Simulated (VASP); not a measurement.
Write the native input for VASP 6.6.1 that does the following.

- Task: single point
- Functional: PBE-based screened hybrid
- Potentials or basis: VASP PAW PBE potentials, release 64 (Cl, Na_pv)
- Cutoff: 520 eV
- k mesh: 4 × 4 × 4
- Occupations: fermi-dirac, width 0.05 eV
- Spin: no spin polarisation
- Dipole correction: no
- Grid for exact exchange (PRECFOCK): Normal
- Share of exact exchange: 0.05
- Further INCAR settings: ALGO = Normal; EDIFF = 1e-07; NBANDS = 14
- Screening parameter: 0.2 1/Å

Crystal: NaCl.

```xyz
2
Lattice="0.0000 2.7941 2.7941 2.7941 0.0000 2.7941 2.7941 2.7941 0.0000" Properties=species:S:1:pos:R:3 pbc="T T T"
Cl    2.7941    2.7941    2.7941
Na    0.0000    0.0000    0.0000
```

One way to write it, as run:

POSCAR

```
NaCl
1.0
    0.0000000000      2.7940632177      2.7940632177
    2.7940632177      0.0000000000      2.7940632177
    2.7940632177      2.7940632177      0.0000000000
Cl Na
1 1
Direct
    0.5000000000      0.5000000000      0.5000000000
    0.0000000000      0.0000000000      0.0000000000
```

INCAR.step1

```
ALGO = Normal
EDIFF = 1E-5
ENCUT = 520
GGA = PE
ISIF = 2
ISMEAR = -1
LASPH = True
LCHARG = False
LREAL = False
LWAVE = True
NBANDS = 14
NELM = 80
PREC = Accurate
SIGMA = 0.05
```

INCAR.step2

```
AEXX = 0.05
ALGO = Normal
EDIFF = 1E-7
ENCUT = 520
GGA = PE
HFSCREEN = 0.2
ISIF = 2
ISMEAR = -1
ISTART = 1
LASPH = True
LCHARG = False
LHFCALC = True
LREAL = False
LWAVE = False
NBANDS = 14
NELM = 80
PREC = Accurate
PRECFOCK = Normal
SIGMA = 0.05
```

KPOINTS

```
k-points
0
Gamma
  4 4 4
```

Potentials or basis: VASP PAW PBE potentials, release 64 (Cl, Na_pv).

Command:

```bash
$ cat potpaw_PBE.64/Cl/POTCAR potpaw_PBE.64/Na_pv/POTCAR > POTCAR
$ cp INCAR.step1 INCAR
$ mpirun -np 1 vasp_std > vasp.out
$ cp INCAR.step2 INCAR
$ mpirun -np 1 vasp_std > vasp.out
```

Results of the run:

```yaml
Pressure: 1.4 GPa
Band_gap_on_the_k_mesh: 5.49 eV, direct
```

Caveat: the k points lie up to 0.49 Å⁻¹ apart; the PAW data sets were made with another functional, which shifts forces and pressure a little.

Wall time 2.4 min on 1 thread of AMD EPYC 7R13 Processor (Zen 3), with other jobs on the host, peak memory 0.23 GiB.
